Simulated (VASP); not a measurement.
# K16C (a cell with a defect) in VASP: single point with LDA

Aim: the single point of K16C (a cell with a defect) with LDA.

Everything below comes from runs of VASP 6.6.1. Logs are shortened: lines on timing, memory, paths and dates and some standing lists are left out, and cuts for length are marked.

## Step 1: The cell of the first run

The cell holds a defect, 17 atoms: a = 10.460 Å, b = 10.460 Å, c = 10.460 Å, α = 90.00°, β = 90.00°, γ = 90.00°.

## Step 2: Single point, LDA

INCAR reads:

```
SYSTEM = K16C
PREC = Accurate
ENCUT = 520
EDIFF = 1E-7
ISMEAR = 0
SIGMA = 0.1
LREAL = Auto
LASPH = .True.
NELM = 60
ALGO = Normal
ISIF = 2
LWAVE = .False.
LCHARG = .False.
NBANDS = 88
```

KPOINTS reads:

```
Automatic mesh
0
Gamma
  2 2 2
  0 0 0
```

POSCAR reads:

```
K16C
1.0
   10.4600000000      0.0000000000      0.0000000000
    0.0000000000     10.4600000000      0.0000000000
    0.0000000000      0.0000000000     10.4600000000
K C
16 1
Direct
   -0.0000708413      0.0503251434      0.0555690249
    0.4999137667     -0.0178502868     -0.0225152008
   -0.0000636711      0.4618007648      0.0555754302
   -0.0000842256      0.0691105163      0.4321539197
    0.2660752390      0.2560674952      0.2311792543
    0.4999063098      0.5299501912     -0.0225269598
    0.4999298279      0.0212984704      0.5267957935
    0.7337129063      0.2560760038      0.2311685468
   -0.0000773423      0.4430192161      0.4321680688
    0.2683632887      0.7560419694      0.2710122371
    0.2330814532      0.2560539197      0.7703543021
    0.4999222753      0.4907884321      0.5268016252
    0.7314701721      0.7560348948      0.2709996176
    0.7667567878      0.2560628107      0.7703731358
    0.2190406310      0.7560351816      0.7317335564
    0.7807955067      0.7560285851      0.7317458891
   -0.0000886233      0.2560664436      0.2322553537
```

Potentials or basis: VASP PAW LDA potentials, release 64 (K_sv, C).

Run with:

```console
$ cat potpaw_LDA.64/K_sv/POTCAR potpaw_LDA.64/C/POTCAR > POTCAR
$ mpirun -np 1 vasp_std > vasp.out
```

OUTCAR:

```text
SYSTEM = K16C
   PREC = Accurate
   ENCUT = 520
   EDIFF = 1E-7
   ISMEAR = 0
   LREAL = Auto
   LASPH = .True.
   NELM = 60
   ISIF = 2

 ion  position               nearest neighbor table
   1  1.000  0.050  0.056-  17 2.84
   2  0.500  0.982  0.977-
   3  1.000  0.462  0.056-  17 2.84
   4  1.000  0.069  0.432-  17 2.86
   5  0.266  0.256  0.231-  17 2.78
   6  0.500  0.530  0.977-
   7  0.500  0.021  0.527-
   8  0.734  0.256  0.231-  17 2.78
   9  1.000  0.443  0.432-  17 2.86
  10  0.268  0.756  0.271-
  11  0.233  0.256  0.770-
  12  0.500  0.491  0.527-
  13  0.731  0.756  0.271-
  14  0.767  0.256  0.770-
  15  0.219  0.756  0.732-
  16  0.781  0.756  0.732-
  17  1.000  0.256  0.232-   5 2.78   8 2.78   3 2.84   1 2.84   4 2.86   9 2.86

  LATTYP: Found a simple cubic cell.
 ALAT       =    10.4600000000

  Lattice vectors:

 A1 = (  10.4600000000,   0.0000000000,   0.0000000000)
 A2 = (   0.0000000000,  10.4600000000,   0.0000000000)
 A3 = (   0.0000000000,   0.0000000000,  10.4600000000)

Analysis of symmetry for initial positions (statically):
=====================================================================
 Subroutine PRICEL returns:
 Original cell was already a primitive cell.

 Routine SETGRP: Setting up the symmetry group for a
 simple cubic supercell.

 Subroutine GETGRP returns: Found  1 space group operations
 (whereof  1 operations were pure point group operations)
 out of a pool of 48 trial point group operations.

The static configuration has the point symmetry C_1 .

Analysis of symmetry for dynamics (positions and initial velocities):
=====================================================================
 Subroutine PRICEL returns:
 Original cell was already a primitive cell.

 Routine SETGRP: Setting up the symmetry group for a
 simple cubic supercell.

 Subroutine GETGRP returns: Found  1 space group operations
 (whereof  1 operations were pure point group operations)
 out of a pool of 48 trial point group operations.

The dynamic configuration has the point symmetry C_1 .

 Subroutine INISYM returns: Found  1 space group operations
 (whereof  1 operations are pure point group operations),
 and found     1 'primitive' translations

----------------------------------------------------------------------------------------

                                     Primitive cell

  volume of cell :    1144.4453

  direct lattice vectors                    reciprocal lattice vectors
    10.460000000  0.000000000  0.000000000     0.095602294  0.000000000  0.000000000
     0.000000000 10.460000000  0.000000000     0.000000000  0.095602294  0.000000000
     0.000000000  0.000000000 10.460000000     0.000000000  0.000000000  0.095602294

  length of vectors
    10.460000000 10.460000000 10.460000000     0.095602294  0.095602294  0.095602294

  position of ions in fractional coordinates (direct lattice)
     0.999929159  0.050325143  0.055569025
     0.499913767  0.982149713  0.977484799
     0.999936329  0.461800765  0.055575430
     0.999915774  0.069110516  0.432153920
     0.266075239  0.256067495  0.231179254
     0.499906310  0.529950191  0.977473040
[... 9 lines left out ...]
     0.780795507  0.756028585  0.731745889
     0.999911377  0.256066444  0.232255354

  ion indices of the primitive-cell ions
   primitive index   ion index
                 1           1
                 2           2
                 3           3
                 4           4
                 5           5
                 6           6
[... 9 lines left out ...]
                16          16
                17          17

----------------------------------------------------------------------------------------

 KPOINTS: Automatic mesh

Automatic generation of k-mesh.
 Grid dimensions read from file:
 generate k-points for:    2    2    2

 Generating k-lattice:

  Cartesian coordinates                     Fractional coordinates (reciprocal lattice)
     0.047801147  0.000000000  0.000000000     0.500000000  0.000000000  0.000000000
     0.000000000  0.047801147  0.000000000     0.000000000  0.500000000  0.000000000
     0.000000000  0.000000000  0.047801147     0.000000000  0.000000000  0.500000000

  Length of vectors
     0.047801147  0.047801147  0.047801147

  Shift w.r.t. Gamma in fractional coordinates (k-lattice)
     0.000000000  0.000000000  0.000000000

 Subroutine IBZKPT returns following result:
 ===========================================

 Found      8 irreducible k-points:

 Following reciprocal coordinates:
            Coordinates               Weight
  0.000000  0.000000  0.000000      1.000000
  0.500000  0.000000  0.000000      1.000000
  0.000000  0.500000  0.000000      1.000000
  0.000000  0.000000  0.500000      1.000000
  0.500000  0.500000  0.000000      1.000000
  0.000000  0.500000  0.500000      1.000000
  0.500000  0.000000  0.500000      1.000000
  0.500000  0.500000  0.500000      1.000000
   k-points           NKPTS =      8   k-points in BZ     NKDIM =      8   number of bands    NBANDS=     88
   number of dos      NEDOS =    301   number of ions     NIONS =     17
   total plane-waves  NPLWV = 512000
   dimension x,y,z NGX =    80 NGY =   80 NGZ =   80
   dimension x,y,z NGXF=   160 NGYF=  160 NGZF=  160
   ions per type =              16   1
   NGX,Y,Z   is equivalent  to a cutoff of  12.71, 12.71, 12.71 a.u.
   NGXF,Y,Z  is equivalent  to a cutoff of  25.43, 25.43, 25.43 a.u.
 SYSTEM =  K16C
   PREC   = accura    normal or accurate (medium, high low for compatibility)
   ISTART =      0    job   : 0-new  1-cont  2-samecut
   ICHARG =      2    charge: 1-file 2-atom 10-const
   ISPIN  =      1    spin polarized calculation?
   LNONCOLLINEAR =      F non collinear calculations
   LSORBIT =      F    spin-orbit coupling
   LASPH  =      T    aspherical Exc in radial PAW
   ENCUT  =  520.0 eV  38.22 Ry    6.18 a.u.  19.45 19.45 19.45*2*pi/ulx,y,z
   NELM   =     60;   NELMIN=  2; NELMDL= -5     # of ELM steps
   EDIFF  = 0.1E-06   stopping-criterion for ELM
   LREAL  =      T    real-space projection
   EDIFFG = 0.1E-05   stopping-criterion for IOM
   NSW    =      0    number of steps for IOM
   IBRION =     -1    ionic relax: 0-MD 1-quasi-New 2-CG
   NFREE  =      0    steps in history (QN), initial steepest desc. (CG)
   ISIF   =      2    stress and relaxation
   ISYM   =      2    0-nonsym 1-usesym 2-fastsym
   POTIM  = 0.5000    time-step for ionic-motion
   TEBEG  =    0.0;   TEEND  =   0.0 temperature during run
   PSTRESS=    0.0 pullay stress
   NELECT =     148.0000    total number of electrons
   NUPDOWN=      -1.0000    fix difference up-down
   EMIN   =  10.00;   EMAX   =-10.00  energy-range for DOS
   EFERMI =   0.00;   METHOD = LEGACY
   ISMEAR =     0;   SIGMA  =   0.10  broadening in eV -4-tet -1-fermi 0-gaus
   EFERMI_NEDOS =   21; number of points for ismear=-14 and -15
   IALGO  =     38    algorithm
   IMIX   =      4    mixing-type and parameters
     AMIX     =   0.40;   BMIX     =  1.00
     AMIX_MAG =   1.60;   BMIX_MAG =  1.00
  volume/ion in A,a.u.               =      67.32       454.30
  Fermi-wavevector in a.u.,A,eV,Ry     =   0.827873  1.564453  9.325075  0.685374
  Thomas-Fermi vector in A             =   1.940152
   LORBIT       =      0    0 simple, 1 ext, 2 COOP (PROOUT), +10 PAW based schemes
   GGA     = CA    functional components
   LHFCALC =     F    Hartree Fock is set to
   AEXX    =    0.0000 exact exchange contribution
   IVDW    =     0    specifies the selected vdW correction
   LEPSILON=     F    determine dielectric tensor
   LRPA    =     F    only Hartree local field effects (RPA)
 non-spin polarized calculation
 Gauss-broadening in eV      SIGMA  =   0.10
  energy-cutoff  :      520.00
  volume of cell :     1144.45
 maximum number of plane-waves:     31031
 NGX is ok and might be reduce to    80
   NGX = 39   NGY = 39   NGZ = 39

 number of electron     147.9999987 magnetization

 Free energy of the ion-electron system (eV)
  ---------------------------------------------------
  ext. energy  EPLUGINS =         0.00000000
  ---------------------------------------------------
  free energy    TOTEN  =       -24.05055131 eV

  energy without entropy =      -23.96423144  energy(sigma->0) =      -24.00739138

 E-fermi :  -0.2951     XC(G=0):  -5.9486

 val. band max:       -0.3192383726   @ k =   0.5000   0.0000   0.5000
 cond. band min:      -0.2930527364   @ k =   0.5000   0.5000   0.0000
 fundamental gap:      0.0261856362
 Fermi energy:        -0.2951183118

 k-point     1 :       0.0000    0.0000    0.0000
  band No.  band energies     occupation
      1     -32.1889      2.00000
      2     -32.1879      2.00000
      3     -32.1783      2.00000
      4     -32.1778      2.00000
      5     -32.1694      2.00000
      6     -32.1690      2.00000
[... 78 lines left out ...]
     85       0.7611      0.00000
     86       0.7622      0.00000

 k-point     2 :       0.5000    0.0000    0.0000
  band No.  band energies     occupation
      1     -32.1889      2.00000
      2     -32.1880      2.00000
      3     -32.1783      2.00000
      4     -32.1778      2.00000
      5     -32.1694      2.00000
      6     -32.1690      2.00000
[... 523 lines left out ...]
     85       1.0163      0.00000
     86       1.1656      0.00000

 k-point     8 :       0.5000    0.5000    0.5000
  band No.  band energies     occupation
      1     -32.1889      2.00000
      2     -32.1880      2.00000
      3     -32.1783      2.00000
      4     -32.1778      2.00000
      5     -32.1694      2.00000
      6     -32.1690      2.00000
[... 78 lines left out ...]
     85       1.1146      0.00000
     86       1.1668      0.00000
 [bands above 86 left out]

------------------------ aborting loop because EDIFF is reached ----------------------------------------

  FORCE on cell =-STRESS in cart. coord.  units (eV):
  Direction    XX          YY          ZZ          XY          YZ          ZX
  --------------------------------------------------------------------------------------
  -------------------------------------------------------------------------------------
  Total       -3.1942082     -3.6235357     -2.9432163      0.0013170     -0.0012472     -0.0003110
  in kB       -4.4717627     -5.0728039     -4.1203842      0.0018438     -0.0017460     -0.0004354
  external PRESSURE =      -4.5549836 kB  Pullay stress =       0.0000000 kB

 VOLUME and BASIS-vectors are now :
 -----------------------------------------------------------------------------
  energy-cutoff  :      520.00
  volume of cell :     1144.45
      direct lattice vectors                 reciprocal lattice vectors
    10.460000000  0.000000000  0.000000000     0.095602294  0.000000000  0.000000000
     0.000000000 10.460000000  0.000000000     0.000000000  0.095602294  0.000000000
     0.000000000  0.000000000 10.460000000     0.000000000  0.000000000  0.095602294

 POSITION                                       TOTAL-FORCE (eV/Angst)
 -----------------------------------------------------------------------------------
     10.45926      0.52640      0.58125        -0.000538      0.024672      0.004729
      5.22910     10.27329     10.22449         0.000286      0.010074      0.000535
     10.45933      4.83044      0.58132         0.000306     -0.024295      0.002624
     10.45912      0.72290      4.52033         0.000135     -0.000713      0.008011
      2.78315      2.67847      2.41813        -0.004792      0.001612      0.014371
      5.22902      5.54328     10.22437         0.001481     -0.007097     -0.000131
[... 9 lines left out ...]
      8.16712      7.90806      7.65406        -0.007300     -0.001079      0.011561
     10.45907      2.67846      2.42939        -0.001188     -0.000053      0.037179
 -----------------------------------------------------------------------------------
    total drift:                               -0.000950     -0.011010      0.019895

  FREE ENERGIE OF THE ION-ELECTRON SYSTEM (eV)
  ---------------------------------------------------
  free  energy   TOTEN  =       -24.0505513130 eV

  energy  without entropy=      -23.9642314430  energy(sigma->0) =      -24.00739138
```

Run time: 23 min. Hardware: 1 thread of Intel Xeon Platinum 8559C (Emerald Rapids), shared host; peak memory 0.93 GiB.

What came out:

| Property | Result |
| --- | --- |
| Free energy | -24.0506 eV |
| Pressure | -0.5 GPa |
| Largest force | 0.042 eV/Å |
| Band gap on the k mesh | zero (bands 74 and 75 overlap by 0.22 eV) |

Forces on the atoms (eV/Å):
```
K   -0.001  0.025  0.005
K    0.000  0.010  0.001
K    0.000 -0.024  0.003
K    0.000 -0.001  0.008
K   -0.005  0.002  0.014
K    0.001 -0.007  0.000
K   -0.001 -0.017 -0.011
K    0.007  0.000  0.015
K    0.000  0.003  0.008
K   -0.011  0.000 -0.011
K    0.023 -0.002 -0.035
K   -0.001  0.015 -0.011
K    0.012 -0.001 -0.010
K   -0.022 -0.001 -0.035
K    0.005 -0.001  0.012
K   -0.007 -0.001  0.012
C   -0.001  0.000  0.037
```

The gap in the log of VASP goes by the Fermi energy; the results here count the filled bands.